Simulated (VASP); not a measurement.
Wanted: the native input for a VASP 6.6.1 run.

```yaml
Task: relaxation of cell and atoms
Functional: PBE
Potentials_or_basis: VASP PAW PBE potentials, release 64 (Ag)
Cutoff: 600 eV
k_mesh: 14 × 14 × 14
Occupations: fermi-dirac, width 0.05 eV
Spin: no spin polarisation
Target_pressure: -1.8 GPa
Dipole_correction: no
Further_INCAR_settings: ALGO = Normal; EDIFF = 1e-06; IBRION = 2; EDIFFG = -0.005; NSW = 60; ISIF = 3
```

The structure of Ag lies in POSCAR:

```
Ag
1.0
    2.7035460907      0.0000000000      0.0000000000
    0.0000000000      2.7035460907      0.0000000000
    0.0000000000      0.0000000000      2.7035460907
Ag
1
Direct
    0.0000000000      0.0000000000      0.0000000000
```

The input as run:

INCAR

```
SYSTEM = Ag
  PREC = Accurate
  ENCUT = 600
  EDIFF = 1E-6
  ISMEAR = -1
  SIGMA = 0.05
  LREAL = .False.
  LASPH = .True.
  NELM = 80
  ALGO = Normal
  ISIF = 3
  LWAVE = .False.
  LCHARG = .False.
  GGA = PE
  IBRION = 2
  NSW = 60
  EDIFFG = -0.005
  PSTRESS = -18.0
```

KPOINTS

```
regular mesh
0
Gamma
  14 14 14
  0 0 0
```

Potentials or basis: VASP PAW PBE potentials, release 64 (Ag).

Command:

```bash
$ cat potpaw_PBE.64/Ag/POTCAR > POTCAR
$ mpirun -np 1 vasp_std > vasp.out
```

Results of the run:

```json
{
  "Relaxed volume": "21.38 Å³/atom",
  "Relaxed cell": "a = 2.776 Å, b = 2.776 Å, c = 2.776 Å, α = 90.00°, β = 90.00°, γ = 90.00°",
  "Space group after relaxing (to 0.05 Å)": "Pm-3m (No. 221)",
  "Energy change on relaxing (the enthalpy is what falls)": "-7.6 meV/atom",
  "Ionic steps": "17",
  "Pressure after relaxing": "-1.8 GPa"
}
```

Caveat: the cell is relaxed towards a set pressure, so the enthalpy falls and the energy may rise.

It took 69 s on 1 thread of Intel(R) Xeon(R) Platinum 8488C (Sapphire Rapids), with other jobs on the host, peak memory 0.16 GiB.
